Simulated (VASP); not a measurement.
# In3Sb (Pm-3m) in VASP: further runs

In3Sb is run at these levels: PBEsol; tasks: single point, relaxation of cell and atoms.

Program: VASP 6.6.1. These are calculated values, not measurements. Logs are shortened: lines on timing, memory, paths and dates and some standing lists are left out, and cuts for length are marked.

**1. The cell of the first run**

It takes space group Pm-3m (No. 221, cubic). Conventional cell: a = 4.837 Å, b = 4.837 Å, c = 4.837 Å, α = 90.00°, β = 90.00°, γ = 90.00°. Within 4.5 Å of In (site symmetry 4/mmm) lie 8 In at 3.42 Å and 4 Sb at 3.42 Å. Sb (site symmetry m-3m) has 12 In at 3.42 Å within 4.5 Å.

**2. Single point, PBEsol**

INCAR

```
ALGO = Fast ; EDIFF = 1E-6
ENCUT = 520 ; GGA = PS
ISIF = 2 ; ISMEAR = 0
LASPH = True ; LCHARG = True
LELF = True ; LREAL = False
LVHAR = True ; LWAVE = False
NBANDS = 30 ; NELM = 60
PREC = Accurate ; SIGMA = 0.1
```

KPOINTS

```
k-points
0
Gamma
  4 4 4
```

POSCAR

```
In3Sb
1.0
    4.8369620000      0.0000000000      0.0000000000
    0.0000000000      4.8369620000      0.0000000000
    0.0000000000      0.0000000000      4.8369620000
In Sb
3 1
Direct
    0.5000000000      0.5000000000      0.0000000000
    0.5000000000      0.0000000000      0.5000000000
    0.0000000000      0.5000000000      0.5000000000
    0.0000000000      0.0000000000      0.0000000000
```

Potentials or basis: VASP PAW PBE potentials, release 64 (In_d, Sb).

Started as:

```bash
> cat potpaw_PBE.64/In_d/POTCAR potpaw_PBE.64/Sb/POTCAR > POTCAR
> mpirun -np 1 vasp_std > vasp.out
```

OUTCAR:

```text
EDIFF = 1E-6
   ENCUT = 520
   GGA = PS
   ISIF = 2
   ISMEAR = 0
   LASPH = True
   LREAL = False
   NELM = 60
   PREC = Accurate

 ion  position               nearest neighbor table
   1  0.500  0.500  0.000-   2 3.42   3 3.42   4 3.42   2 3.42   3 3.42   2 3.42   4 3.42   2 3.42
                             3 3.42   4 3.42   3 3.42   4 3.42
   2  0.500  0.000  0.500-   1 3.42   3 3.42   4 3.42   1 3.42   4 3.42   1 3.42   3 3.42   1 3.42
                             3 3.42   4 3.42   4 3.42   3 3.42
   3  0.000  0.500  0.500-   1 3.42   2 3.42   4 3.42   1 3.42   4 3.42   2 3.42   4 3.42   4 3.42
                             1 3.42   2 3.42   1 3.42   2 3.42
   4  0.000  0.000  0.000-   1 3.42   2 3.42   3 3.42   2 3.42   3 3.42   1 3.42   3 3.42   3 3.42
                             1 3.42   2 3.42   2 3.42   1 3.42

  LATTYP: Found a simple cubic cell.
 ALAT       =     4.8369620000

  Lattice vectors:

 A1 = (   4.8369620000,   0.0000000000,   0.0000000000)
 A2 = (   0.0000000000,   4.8369620000,   0.0000000000)
 A3 = (   0.0000000000,   0.0000000000,   4.8369620000)

Analysis of symmetry for initial positions (statically):
=====================================================================
 Subroutine PRICEL returns:
 Original cell was already a primitive cell.

 Routine SETGRP: Setting up the symmetry group for a
 simple cubic supercell.

 Subroutine GETGRP returns: Found 48 space group operations
 (whereof 48 operations were pure point group operations)
 out of a pool of 48 trial point group operations.

The static configuration has the point symmetry O_h .

Analysis of symmetry for dynamics (positions and initial velocities):
=====================================================================
 Subroutine PRICEL returns:
 Original cell was already a primitive cell.

 Routine SETGRP: Setting up the symmetry group for a
 simple cubic supercell.

 Subroutine GETGRP returns: Found 48 space group operations
 (whereof 48 operations were pure point group operations)
 out of a pool of 48 trial point group operations.

The dynamic configuration has the point symmetry O_h .

 Subroutine INISYM returns: Found 48 space group operations
 (whereof 48 operations are pure point group operations),
 and found     1 'primitive' translations

----------------------------------------------------------------------------------------

                                     Primitive cell

  volume of cell :     113.1665

  direct lattice vectors                    reciprocal lattice vectors
     4.836962000  0.000000000  0.000000000     0.206741339  0.000000000  0.000000000
     0.000000000  4.836962000  0.000000000     0.000000000  0.206741339  0.000000000
     0.000000000  0.000000000  4.836962000     0.000000000  0.000000000  0.206741339

  length of vectors
     4.836962000  4.836962000  4.836962000     0.206741339  0.206741339  0.206741339

  position of ions in fractional coordinates (direct lattice)
     0.500000000  0.500000000  0.000000000
     0.500000000  0.000000000  0.500000000
     0.000000000  0.500000000  0.500000000
     0.000000000  0.000000000  0.000000000

  ion indices of the primitive-cell ions
   primitive index   ion index
                 1           1
                 2           2
                 3           3
                 4           4

----------------------------------------------------------------------------------------

 KPOINTS: k-points

Automatic generation of k-mesh.
 Grid dimensions read from file:
 generate k-points for:    4    4    4

 Generating k-lattice:

  Cartesian coordinates                     Fractional coordinates (reciprocal lattice)
     0.051685335  0.000000000  0.000000000     0.250000000  0.000000000  0.000000000
     0.000000000  0.051685335  0.000000000     0.000000000  0.250000000  0.000000000
     0.000000000  0.000000000  0.051685335     0.000000000  0.000000000  0.250000000

  Length of vectors
     0.051685335  0.051685335  0.051685335

  Shift w.r.t. Gamma in fractional coordinates (k-lattice)
     0.000000000  0.000000000  0.000000000

 Subroutine IBZKPT returns following result:
 ===========================================

 Found     10 irreducible k-points:

 Following reciprocal coordinates:
            Coordinates               Weight
  0.000000  0.000000  0.000000      1.000000
  0.250000  0.000000  0.000000      6.000000
  0.500000  0.000000  0.000000      3.000000
  0.250000  0.250000  0.000000     12.000000
  0.500000  0.250000  0.000000     12.000000
  0.500000  0.500000  0.000000      3.000000
  0.250000  0.250000  0.250000      8.000000
  0.500000  0.250000  0.250000     12.000000
  0.500000  0.500000  0.250000      6.000000
  0.500000  0.500000  0.500000      1.000000
   k-points           NKPTS =     10   k-points in BZ     NKDIM =     10   number of bands    NBANDS=     30
   number of dos      NEDOS =    301   number of ions     NIONS =      4
   total plane-waves  NPLWV =  46656
   dimension x,y,z NGX =    36 NGY =   36 NGZ =   36
   dimension x,y,z NGXF=    72 NGYF=   72 NGZF=   72
   ions per type =               3   1
   NGX,Y,Z   is equivalent  to a cutoff of  12.37, 12.37, 12.37 a.u.
   NGXF,Y,Z  is equivalent  to a cutoff of  24.75, 24.75, 24.75 a.u.
 SYSTEM =  unknown system
   PREC   = accura    normal or accurate (medium, high low for compatibility)
   ISTART =      0    job   : 0-new  1-cont  2-samecut
   ICHARG =      2    charge: 1-file 2-atom 10-const
   ISPIN  =      1    spin polarized calculation?
   LNONCOLLINEAR =      F non collinear calculations
   LSORBIT =      F    spin-orbit coupling
   LASPH  =      T    aspherical Exc in radial PAW
   ENCUT  =  520.0 eV  38.22 Ry    6.18 a.u.   8.99  8.99  8.99*2*pi/ulx,y,z
   NELM   =     60;   NELMIN=  2; NELMDL= -5     # of ELM steps
   EDIFF  = 0.1E-05   stopping-criterion for ELM
   LREAL  =      F    real-space projection
   EDIFFG = 0.1E-04   stopping-criterion for IOM
   NSW    =      0    number of steps for IOM
   IBRION =     -1    ionic relax: 0-MD 1-quasi-New 2-CG
   NFREE  =      0    steps in history (QN), initial steepest desc. (CG)
   ISIF   =      2    stress and relaxation
   ISYM   =      2    0-nonsym 1-usesym 2-fastsym
   POTIM  = 0.5000    time-step for ionic-motion
   TEBEG  =    0.0;   TEEND  =   0.0 temperature during run
[... 8 lines left out ...]
   IMIX   =      4    mixing-type and parameters
     AMIX     =   0.40;   BMIX     =  1.00
     AMIX_MAG =   1.60;   BMIX_MAG =  1.00
  volume/ion in A,a.u.               =      28.29       190.92
  Fermi-wavevector in a.u.,A,eV,Ry     =   1.194867  2.257972 19.425148  1.427708
  Thomas-Fermi vector in A             =   2.330847
   LORBIT       =      0    0 simple, 1 ext, 2 COOP (PROOUT), +10 PAW based schemes
   GGA     = PS    functional components
   LHFCALC =     F    Hartree Fock is set to
   AEXX    =    0.0000 exact exchange contribution
   IVDW    =     0    specifies the selected vdW correction
   LEPSILON=     F    determine dielectric tensor
   LRPA    =     F    only Hartree local field effects (RPA)
 non-spin polarized calculation
 RMM-DIIS sequential band-by-band and
 Gauss-broadening in eV      SIGMA  =   0.10
  energy-cutoff  :      520.00
  volume of cell :      113.17
 maximum number of plane-waves:      3112
 NGX is ok and might be reduce to    36
   NGX = 17   NGY = 17   NGZ = 17

 number of electron      43.9999994 magnetization

 Free energy of the ion-electron system (eV)
  ---------------------------------------------------
  ext. energy  EPLUGINS =         0.00000000
  ---------------------------------------------------
  free energy    TOTEN  =       -13.29829817 eV

  energy without entropy =      -13.27383898  energy(sigma->0) =      -13.28606857

 E-fermi :   6.9287     XC(G=0): -10.0547

 val. band max:        6.9008169378   @ k =   0.5000   0.0000   0.0000
 cond. band min:       6.9289094051   @ k =   0.2500   0.2500   0.0000
 fundamental gap:      0.0280924674
 Fermi energy:         6.9287014852

 k-point     1 :       0.0000    0.0000    0.0000
  band No.  band energies     occupation
      1      -7.8460      2.00000
      2      -7.8418      2.00000
      3      -7.8418      2.00000
      4      -7.8418      2.00000
      5      -7.7052      2.00000
      6      -7.7052      2.00000
[... 22 lines left out ...]
     29      12.7122      0.00000
     30      13.1723      0.00000

 k-point     2 :       0.2500    0.0000    0.0000
  band No.  band energies     occupation
      1      -7.8336      2.00000
      2      -7.8040      2.00000
      3      -7.7902      2.00000
      4      -7.7902      2.00000
      5      -7.6994      2.00000
      6      -7.6718      2.00000
[... 22 lines left out ...]
     29      13.4066      0.00000
     30      13.5903      0.00000

 k-point     3 :       0.5000    0.0000    0.0000
  band No.  band energies     occupation
      1      -7.8248      2.00000
      2      -7.7437      2.00000
      3      -7.6851      2.00000
      4      -7.6805      2.00000
      5      -7.6805      2.00000
      6      -7.6410      2.00000
[... 22 lines left out ...]
     29      11.4738      0.00000
     30      12.3706      0.00000

 k-point     4 :       0.2500    0.2500    0.0000
  band No.  band energies     occupation
      1      -7.7976      2.00000
      2      -7.7878      2.00000
      3      -7.7675      2.00000
      4      -7.7472      2.00000
      5      -7.6847      2.00000
      6      -7.6500      2.00000
[... 22 lines left out ...]
     29      11.5560      0.00000
     30      12.1486      0.00000

 k-point     5 :       0.5000    0.2500    0.0000
  band No.  band energies     occupation
      1      -7.7787      2.00000
      2      -7.7323      2.00000
      3      -7.7152      2.00000
      4      -7.6808      2.00000
      5      -7.6801      2.00000
      6      -7.6408      2.00000
[... 22 lines left out ...]
     29      10.5241      0.00000
     30      12.9984      0.00000

 k-point     6 :       0.5000    0.5000    0.0000
  band No.  band energies     occupation
      1      -7.7373      2.00000
      2      -7.7373      2.00000
      3      -7.7001      2.00000
      4      -7.6821      2.00000
      5      -7.6410      2.00000
      6      -7.6402      2.00000
[... 22 lines left out ...]
     29      12.4973      0.00000
     30      13.7144      0.00000

 k-point     7 :       0.2500    0.2500    0.2500
  band No.  band energies     occupation
      1      -7.7997      2.00000
      2      -7.7574      2.00000
      3      -7.7574      2.00000
      4      -7.7154      2.00000
      5      -7.6804      2.00000
      6      -7.6552      2.00000
[... 22 lines left out ...]
     29      11.9849      0.00000
     30      14.0826      0.00000

 k-point     8 :       0.5000    0.2500    0.2500
  band No.  band energies     occupation
      1      -7.7723      2.00000
      2      -7.7360      2.00000
      3      -7.7214      2.00000
      4      -7.7014      2.00000
      5      -7.6970      2.00000
      6      -7.6961      2.00000
[... 22 lines left out ...]
     29      12.7373      0.00000
     30      12.8743      0.00000

 k-point     9 :       0.5000    0.5000    0.2500
  band No.  band energies     occupation
      1      -7.7535      2.00000
      2      -7.7411      2.00000
      3      -7.7411      2.00000
      4      -7.7349      2.00000
      5      -7.7001      2.00000
      6      -7.7001      2.00000
[... 22 lines left out ...]
     29      12.9165      0.00000
     30      14.0428      0.00000

 k-point    10 :       0.5000    0.5000    0.5000
  band No.  band energies     occupation
      1      -7.7938      2.00000
      2      -7.7573      2.00000
      3      -7.7573      2.00000
      4      -7.7573      2.00000
      5      -7.7171      2.00000
      6      -7.7171      2.00000
[... 22 lines left out ...]
     29      14.5567      0.00000
     30      14.5696      0.00000

------------------------ aborting loop because EDIFF is reached ----------------------------------------

  FORCE on cell =-STRESS in cart. coord.  units (eV):
  Direction    XX          YY          ZZ          XY          YZ          ZX
  --------------------------------------------------------------------------------------
  -------------------------------------------------------------------------------------
  Total       -2.2354710     -2.2354710     -2.2354710     -0.0000000      0.0000000     -0.0000000
  in kB      -31.6491168    -31.6491168    -31.6491168     -0.0000000      0.0000000     -0.0000000
  external PRESSURE =     -31.6491168 kB  Pullay stress =       0.0000000 kB

 VOLUME and BASIS-vectors are now :
 -----------------------------------------------------------------------------
  energy-cutoff  :      520.00
  volume of cell :      113.17
      direct lattice vectors                 reciprocal lattice vectors
     4.836962000  0.000000000  0.000000000     0.206741339  0.000000000  0.000000000
     0.000000000  4.836962000  0.000000000     0.000000000  0.206741339  0.000000000
     0.000000000  0.000000000  4.836962000     0.000000000  0.000000000  0.206741339

 POSITION                                       TOTAL-FORCE (eV/Angst)
 -----------------------------------------------------------------------------------
      2.41848      2.41848      0.00000         0.000000      0.000000      0.000000
      2.41848      0.00000      2.41848         0.000000      0.000000      0.000000
      0.00000      2.41848      2.41848         0.000000      0.000000      0.000000
      0.00000      0.00000      0.00000         0.000000      0.000000      0.000000
 -----------------------------------------------------------------------------------
    total drift:                                0.000000      0.000000      0.000000

  FREE ENERGIE OF THE ION-ELECTRON SYSTEM (eV)
  ---------------------------------------------------
  free  energy   TOTEN  =       -13.2982981650 eV

  energy  without entropy=      -13.2738389779  energy(sigma->0) =      -13.28606857
```

Run time: 23 s. Hardware: 1 thread of AMD EPYC 9R45 (Zen 5), shared host; peak memory 0.18 GiB.

Results:

* Free energy: -13.2983 eV
* Pressure: -3.2 GPa
* Band gap on the k mesh: zero (bands 22 and 23 overlap by 3.40 eV)

Levels at points of the mesh, in eV from the Fermi level:
```
           k point  band 19  band 20  band 21  band 22  band 23  band 24  band 25  band 26
(0.00, 0.00, 0.00)    -3.01    -3.01    -2.57    -2.57     2.06     2.06     2.06     3.62
(0.50, 0.00, 0.00)    -2.02    -1.72    -1.72    -0.40    -0.40    -0.03     0.89     4.16
(0.50, 0.50, 0.00)    -5.88    -0.76    -0.31     0.09     0.09     1.13     1.35     1.35
(0.50, 0.50, 0.50)    -4.61    -4.12    -4.12    -4.12    -3.31     5.04     5.04     5.04
```

Caveat: the cell stands under tension; the PAW data sets were made with another functional, which shifts forces and pressure a little; spin-orbit coupling is left out, which moves the levels of the heavy elements.

**3. Single point, PBEsol**

This run uses another cell than the first one, of 26.35 Å³/atom.

INCAR

```
SYSTEM = In3Sb
  ALGO = Fast
  EDIFF = 1E-7
  ENCUT = 520
  GGA = PS
  ISIF = 2
  ISMEAR = 0
  LASPH = .True.
  LCHARG = .False.
  LREAL = .False.
  LWAVE = .False.
  NBANDS = 30
  NELM = 100
  PREC = Accurate
  SIGMA = 0.1
```

KPOINTS

```
k-points
0
Gamma
  10 10 10
  0 0 0
```

POSCAR

```
In3Sb
1.0
    4.7236633137      0.0000000000      0.0000000000
    0.0000000000      4.7236633137      0.0000000000
    0.0000000000      0.0000000000      4.7236633137
In Sb
3 1
Direct
    0.5000000000      0.5000000000      0.0000000000
    0.5000000000      0.0000000000      0.5000000000
    0.0000000000      0.5000000000      0.5000000000
    0.0000000000      0.0000000000      0.0000000000
```

Potentials or basis: VASP PAW PBE potentials, release 64 (In_d, Sb).

Started as:

```bash
> cat potpaw_PBE.64/In_d/POTCAR potpaw_PBE.64/Sb/POTCAR > POTCAR
> mpirun -np 1 vasp_std > vasp.out
```

Run time: 2.7 min. Hardware: 1 thread of AMD EPYC 9R45 (Zen 5), shared host; peak memory 0.28 GiB.

It converged, with:

- Free energy: -13.4175 eV
- Pressure: 0.0 GPa
- Band gap on the k mesh: zero (bands 22 and 23 overlap by 3.89 eV)

Levels at points of the mesh, in eV from the Fermi level:
| k point | band 20 | band 21 | band 22 | band 23 | band 24 | band 25 |
| --- | --- | --- | --- | --- | --- | --- |
| (0.00, 0.00, 0.00) | -3.04 | -2.23 | -2.23 | 2.42 | 2.42 | 2.42 |
| (0.50, 0.00, 0.00) | -1.63 | -1.58 | -0.26 | -0.26 | 0.20 | 1.03 |
| (0.50, 0.50, 0.00) | -0.58 | -0.07 | 0.47 | 0.47 | 1.53 | 1.57 |
| (0.50, 0.50, 0.50) | -4.24 | -4.24 | -4.24 | -3.34 | 5.68 | 5.68 |

Caveat: the PAW data sets were made with another functional, which shifts forces and pressure a little; spin-orbit coupling is left out, which moves the levels of the heavy elements.

**4. Relaxation of cell and atoms, PBEsol**

INCAR

```
ALGO = Fast
EDIFF = 1E-6
EDIFFG = -0.005
ENCUT = 600
GGA = PS
IBRION = 2
ISIF = 3
ISMEAR = 0
LASPH = T
LCHARG = F
LREAL = F
LWAVE = F
NELM = 100
NSW = 100
PREC = Accurate
SIGMA = 0.1
```

KPOINTS

```
k-points
0
Gamma
  10 10 10
```

POSCAR

```
In3Sb
1.0
    4.8369620000      0.0000000000      0.0000000000
    0.0000000000      4.8369620000      0.0000000000
    0.0000000000      0.0000000000      4.8369620000
In Sb
3 1
Direct
    0.5000000000      0.5000000000      0.0000000000
    0.5000000000      0.0000000000      0.5000000000
    0.0000000000      0.5000000000      0.5000000000
    0.0000000000      0.0000000000      0.0000000000
```

Started as:

```bash
> cat potpaw_PBE.64/In_d/POTCAR potpaw_PBE.64/Sb/POTCAR > POTCAR
> mpirun -np 1 vasp_std > vasp.out
```

It took 7.8 min on 1 thread of AMD EPYC 9R45 (Zen 5), shared host; peak memory 0.36 GiB.

The run converged. Its results:

```yaml
Free_energy: -13.4189 eV
Relaxed_volume: 26.40 Å³/atom
Relaxed_cell: a = 4.726 Å, b = 4.726 Å, c = 4.726 Å, α = 90.00°, β = 90.00°, γ = 90.00°
Space_group_after_relaxing_to_0.1_Å: Pm-3m (No. 221)
Energy_gained_by_relaxing: 17.3 meV/atom
Ionic_steps: 14
Pressure_after_relaxing: 0.0 GPa
Band_gap_on_the_k_mesh: zero (bands 22 and 23 overlap by 3.88 eV)
```

Step by step:
```tsv
step	energy change (eV)	largest force (eV/Å)	pressure (GPa)	volume (Å³)
1	0.0000	0.0000	-2.59	113.17
2	-0.0689	0.0000	-0.12	105.85
3	-0.0690	0.0000	-0.04	105.60
4	-0.0690	0.0000	-0.04	105.60
5	-0.0690	0.0000	-0.06	105.60
6	-0.0690	0.0000	-0.04	105.60
7	-0.0690	0.0000	-0.04	105.60
8	-0.0690	0.0000	-0.04	105.60
9	-0.0690	0.0000	-0.04	105.60
10	-0.0690	0.0000	-0.04	105.60
11	-0.0690	0.0000	-0.04	105.60
12	-0.0690	0.0000	-0.05	105.59
13	-0.0690	0.0000	-0.05	105.59
14	-0.0690	0.0000	-0.03	105.58
```

Final structure:
```
CELL_PARAMETERS angstrom
4.72637 0.00000 0.00000
0.00000 4.72637 0.00000
0.00000 0.00000 4.72637
ATOMIC_POSITIONS crystal
In 0.50000 0.50000 0.00000
In 0.50000 0.00000 0.50000
In 0.00000 0.50000 0.50000
Sb 0.00000 0.00000 0.00000
```

Levels at points of the mesh, in eV from the Fermi level:
| k point | band 18 | band 19 | band 20 | band 21 | band 22 | band 23 | band 24 | band 25 | band 26 |
| --- | --- | --- | --- | --- | --- | --- | --- | --- | --- |
| (0.00, 0.00, 0.00) | -3.03 | -3.03 | -3.03 | -2.23 | -2.23 | 2.42 | 2.42 | 2.42 | 3.99 |
| (0.50, 0.00, 0.00) | -3.78 | -1.63 | -1.63 | -1.58 | -0.26 | -0.26 | 0.20 | 1.03 | 4.76 |
| (0.50, 0.50, 0.00) | -6.14 | -5.88 | -0.58 | -0.07 | 0.47 | 0.47 | 1.53 | 1.57 | 1.57 |
| (0.50, 0.50, 0.50) | -4.42 | -4.42 | -4.23 | -4.23 | -4.23 | -3.33 | 5.67 | 5.67 | 5.67 |

Caveat: the PAW data sets were made with another functional, which shifts forces and pressure a little; spin-orbit coupling is left out, which moves the levels of the heavy elements.

**5. The runs side by side**

| task | cell | k mesh | cutoff (eV) | gap on the mesh (eV) | pressure (GPa) |
| --- | --- | --- | --- | --- | --- |
| single point | a = 4.837 Å, 4 atoms | 4 × 4 × 4 | 520 | none | -3.2 |
| single point | a = 4.724 Å, 4 atoms | 10 × 10 × 10 | 520 | none | 0.0 |
| relaxation of cell and atoms | relaxed from a = 4.837 Å, 4 atoms | 10 × 10 × 10 | 600 | none | 0.0 |

Alike in all rows: level PBEsol; potentials or basis VASP PAW PBE potentials, release 64 (In_d, Sb); no spin polarisation; smearing gaussian 0.1 eV.

Caveats: the PAW data sets were made with another functional, which shifts forces and pressure a little; spin-orbit coupling is left out, which moves the levels of the heavy elements; the cell stands under tension (at least some runs).

Total energies depend on the potentials used, so only differences within one code and one set of settings carry meaning.
